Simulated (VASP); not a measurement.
Set up this calculation in VASP 6.6.1, as the native input.

```yaml
Task: electric field gradients
Functional: r2SCAN
Potentials_or_basis: VASP PAW PBE potentials, release 64 (B, H)
Cutoff: 520 eV
k_mesh: 7 × 5 × 5
Occupations: fermi-dirac, width 0.02 eV
Spin: no spin polarisation
Dipole_correction: no
Further_INCAR_settings: LREAL = Auto; ALGO = Normal; EDIFF = 1e-08; NBANDS = 26
```

Crystal: BH3.

```
B H
1.0
     4.29060    0.00000    0.00000
     0.00000    6.18906    0.00000
    -2.76698    0.00000    5.54079
B H
4 12
Direct
  0.85751 0.45619 0.35538
  0.14249 0.95619 0.14462
  0.14249 0.54381 0.64462
  0.85751 0.04381 0.85538
  0.61322 0.34882 0.32868
  0.38678 0.84882 0.17132
  0.38678 0.65118 0.67132
  0.61322 0.15118 0.82868
  0.91219 0.50476 0.18963
  0.08781 0.00476 0.31037
  0.08781 0.49524 0.81037
  0.91219 0.99524 0.68963
  0.14112 0.36861 0.52405
  0.85888 0.86861 0.97595
  0.85888 0.63139 0.47595
  0.14112 0.13139 0.02405
```

These files were run (other wordings do the same):

POSCAR

```
BH3
1.0
    4.2905961820      0.0000000000      0.0000000000
    0.0000000000      6.1890635900      0.0000000000
   -2.7669789761      0.0000000000      5.5407877021
B H
4 12
Direct
    0.8575141900      0.4561902300      0.3553762900
    0.1424858100      0.9561902300      0.1446237100
    0.1424858100      0.5438097700      0.6446237100
    0.8575141900      0.0438097700      0.8553762900
    0.6132241000      0.3488219500      0.3286753700
    0.3867759000      0.8488219500      0.1713246300
    0.3867759000      0.6511780500      0.6713246300
    0.6132241000      0.1511780500      0.8286753700
    0.9121887900      0.5047556900      0.1896302900
    0.0878112100      0.0047556900      0.3103697100
    0.0878112100      0.4952443100      0.8103697100
    0.9121887900      0.9952443100      0.6896302900
    0.1411187800      0.3686134900      0.5240503300
    0.8588812200      0.8686134900      0.9759496700
    0.8588812200      0.6313865100      0.4759496700
    0.1411187800      0.1313865100      0.0240503300
```

INCAR.step1

```
SYSTEM = BH3
PREC = Accurate ; ENCUT = 520
ISMEAR = -1 ; SIGMA = 0.02
LREAL = Auto ; LASPH = .True.
NELM = 100 ; NBANDS = 26
GGA = PE ; ALGO = Normal
EDIFF = 1E-4 ; LWAVE = .True.
LCHARG = .False.
```

INCAR.step2

```
SYSTEM = BH3
PREC = Accurate ; ENCUT = 520
EDIFF = 1E-8 ; ISMEAR = -1
SIGMA = 0.02 ; LREAL = Auto
LASPH = .True. ; NELM = 100
ALGO = Normal ; ISIF = 2
LWAVE = .False. ; LCHARG = .False.
METAGGA = R2SCAN ; LMIXTAU = .True.
LEFG = .True. ; NBANDS = 26
ISTART = 1
```

KPOINTS

```
Automatic mesh
0
Gamma
  7 5 5
  0 0 0
```

Potentials or basis: VASP PAW PBE potentials, release 64 (B, H).

The run is started by

```sh
$ cat potpaw_PBE.64/B/POTCAR potpaw_PBE.64/H/POTCAR > POTCAR
$ cp INCAR.step1 INCAR
$ mpirun -np 1 vasp_std > vasp.out
$ cp INCAR.step2 INCAR
$ mpirun -np 1 vasp_std > vasp.out
```

Results of the run:

```yaml
Pressure: 0.0 GPa
Largest_force: 0.015 eV/Å
Band_gap_on_the_k_mesh: 5.85 eV, indirect (least direct gap 5.94 eV)
```

Caveat: without QUAD_EFG the Cq values of the log hold for a quadrupole moment of 1 mb, not for the nuclei; the PAW data sets were made with another functional, which shifts forces and pressure a little.

Wall time 9.1 min on 1 thread of Intel(R) Xeon(R) 6975P-C (Granite Rapids), with other jobs on the host, peak memory 0.33 GiB.
